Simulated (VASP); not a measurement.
A run of VASP 6.6.1 is set up as follows.

The input POSCAR:

```
AlGaN2
1.0
    3.0937638930      0.0000000000      0.0000000000
    0.0000000000      3.0937638930      0.0000000000
    0.0000000000      0.0000000000      4.5565530782
Al Ga N
1 1 2
Direct
    0.5000000000      0.5000000000      0.5000000000
    0.0000000000      0.0000000000      0.0000000000
    0.5000000000      0.0000000000      0.7382648100
    0.0000000000      0.5000000000      0.2617351900
```

The input INCAR.step1:

```
  PREC = Accurate
  ENCUT = 520
  ISMEAR = 0
  SIGMA = 0.05
  LREAL = F
  LASPH = T
  NELM = 80
  NBANDS = 21
  GGA = PE
  ALGO = Normal
  EDIFF = 1E-4
  LWAVE = T
  LCHARG = F
```

INCAR.step2

```
  PREC = Accurate
  ENCUT = 520
  EDIFF = 1E-7
  ISMEAR = 0
  SIGMA = 0.05
  LREAL = F
  LASPH = T
  NELM = 80
  ALGO = Normal
  ISIF = 2
  LWAVE = F
  LCHARG = F
  METAGGA = R2SCAN
  LMIXTAU = T
  NBANDS = 21
  ISTART = 1
```

Contents of KPOINTS:

```
Automatic mesh
0
Gamma
  8 8 6
```

Potentials or basis: VASP PAW PBE potentials, release 64 (Al, Ga_d, N).

Launch:

```sh
$ cat potpaw_PBE.64/Al/POTCAR potpaw_PBE.64/Ga_d/POTCAR potpaw_PBE.64/N/POTCAR > POTCAR
$ cp INCAR.step1 INCAR
$ mpirun -np 1 vasp_std > vasp.out
$ cp INCAR.step2 INCAR
$ mpirun -np 1 vasp_std > vasp.out
```

Task: What does it give for the band gap on the k mesh?

Result: 3.29 eV, direct.

Task: Estimate the pressure.

Result: 0.1 GPa.

Task: Predict the largest force.

Result: 0.079 eV/Å.

Stress tensor (GPa, compression positive):
```
 2.35  0.00  0.00
 0.00  2.35  0.00
 0.00  0.00 -4.52
```

Caveat: the cell differs from its parent crystal (strain -0.015 along x and y, +0.030 along z); the PAW data sets were made with another functional, which shifts forces and pressure a little. A k mesh can miss the band edges.
